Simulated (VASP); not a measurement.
# Pd: single point with PBE

Pd:

```
Pd
1.0
     0.00000    1.98414    1.98414
     1.98414    0.00000    1.98414
     1.98414    1.98414    0.00000
Pd
1
Direct
  0.00000 0.00000 0.00000
```

```
Program             : VASP 6.6.1
Task                : single point
Functional          : PBE
Potentials or basis : VASP PAW PBE potentials, release 64 (Pd)
Cutoff              : 520 eV
k mesh              : 24 × 24 × 24
Occupations         : fermi-dirac, width 0.0612256 eV
Spin                : no spin polarisation
```

| Property | Result |
| --- | --- |
| Pressure | -3.2 GPa |
| Band gap on the k mesh | zero (bands 5 and 6 overlap by 1.44 eV) |

Levels at points of the mesh, in eV from the Fermi level:
```tsv
k point	band 2	band 3	band 4	band 5	band 6	band 7	band 8	band 9
(0.00, 0.00, 0.00)	-2.60	-2.60	-2.60	-1.13	-1.13	17.14	21.59	21.59
(0.50, 0.00, 0.00)	-2.64	-2.64	-0.04	-0.04	1.13	6.87	16.48	20.53
(0.50, 0.50, 0.00)	-4.67	-0.07	0.25	0.25	3.35	10.18	12.89	12.89
```

Run time: 74 s on 1 thread of Intel Xeon 8259CL, on a shared host, peak memory 0.2 GiB.

Caveat: the cell stands under tension.
